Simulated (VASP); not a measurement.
A run of VASP 6.6.1 is set up as follows.

Contents of INCAR:

```
SYSTEM = HgTe
ALGO     = Normal         ! electronic algorithm
EDIFF    = 1E-6           ! SCF threshold, eV
ENCUT    = 520            ! plane-wave cutoff, eV
GGA      = PE             ! functional
ISIF     = 2              ! what is computed and relaxed
ISMEAR   = -1             ! smearing method
LASPH    = .True.         ! aspherical terms in the spheres
LCHARG   = .True.         ! write CHGCAR
LELF     = .True.         ! ELF
LREAL    = .False.        ! projectors in reciprocal space
LVHAR    = .True.       
LWAVE    = .False.        ! write WAVECAR
NBANDS   = 16             ! bands
NELM     = 100            ! most SCF steps
PREC     = Accurate       ! precision mode
SIGMA    = 0.1            ! smearing width, eV
```

Contents of KPOINTS:

```
k-points
0
Gamma
  6 6 6
  0 0 0
```

The input POSCAR:

```
HgTe
1.0
    0.0000000000      3.2145000000      3.2145000000
    3.2145000000      0.0000000000      3.2145000000
    3.2145000000      3.2145000000      0.0000000000
Hg Te
1 1
Direct
    0.0000000000      0.0000000000      0.0000000000
    0.2500000000      0.2500000000      0.2500000000
```

Potentials or basis: VASP PAW PBE potentials, release 64 (Hg, Te).

Command:

```console
$ cat potpaw_PBE.64/Hg/POTCAR potpaw_PBE.64/Te/POTCAR > POTCAR
$ mpirun -np 1 vasp_std > vasp.out
```

Estimate the band gap on the k mesh.

zero (filled and empty bands touch).

What does it give for the pressure?

4.7 GPa.

Caveat: spin-orbit coupling is left out, which moves the levels of the heavy elements.
